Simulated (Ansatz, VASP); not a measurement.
# SnO2: VASP beside Ansatz

INCAR

```
SYSTEM = SnO2
ALGO = Normal ; EDIFF = 1E-6
ENCUT = 520 ; GGA = PS
ISIF = 2 ; ISMEAR = 0
LASPH = .TRUE. ; LCHARG = .FALSE.
LREAL = .FALSE. ; LWAVE = .FALSE.
NBANDS = 35 ; NELM = 80
PREC = Accurate ; SIGMA = 0.01
```

Contents of KPOINTS:

```
k-points
0
G
  4 4 6
  0 0 0
```

File POSCAR:

```
SnO2
1.0
    4.8197135599      0.0000000000      0.0000000000
    0.0000000000      4.8988119591      0.0000000000
    0.0000000000      0.0000000000      3.2623615262
Sn O
2 4
Direct
    0.5000000000      0.5000000000      0.5000000000
    0.0000000000      0.0000000000      0.0000000000
    0.2918550000      0.3210420000      0.0000000000
    0.7918550000      0.1789580000      0.5000000000
    0.2081450000      0.8210420000      0.5000000000
    0.7081450000      0.6789580000      0.0000000000
```

Input for Ansatz:

```yaml
crystal:
  lattice:
    - [4.81971355986466, 0.0, 0.0]
    - [0.0, 4.8988119591364745, 0.0]
    - [0.0, 0.0, 3.2623615261679513]
  atoms:
    - { symbol: Sn, position: [0.5, 0.5, 0.5] }
    - { symbol: Sn, position: [0.0, 0.0, 0.0] }
    - { symbol: O, position: [0.291855, 0.321042, 0.0] }
    - { symbol: O, position: [0.791855, 0.178958, 0.5] }
    - { symbol: O, position: [0.208145, 0.821042, 0.5] }
    - { symbol: O, position: [0.708145, 0.678958, 0.0] }
basis:
  ecutwfc: 550.0
kpoints:
  mp_grid:
    grid: [4, 4, 6]
hamiltonian:
  xc: pbesol
  pseudopotentials:
    kind: paw
scf:
  occupations:
    method: fixed
output:
  stress: true
```

Alike in both runs: task single point; functional PBEsol; k mesh 4 × 4 × 6; no spin polarisation.

```csv
,VASP,Ansatz
version,VASP 6.6.1,Ansatz 0.2.0
potentials or method,"VASP PAW PBE potentials, release 64 (Sn_d, O), cutoff 520 eV","plane waves, PAW"
occupations,"gaussian, width 0.01 eV",fixed
valence electrons in the cell,52,52
```

|  | VASP | Ansatz | Ansatz less VASP |
| --- | --- | --- | --- |
| pressure (GPa) | -9.0 | -9.5 | -0.52 |
| traceless stress, the component that is largest in VASP (GPa) | -1.30 | -1.51 | -0.208 |

VASP's potentials were made for PBE, not for PBEsol.
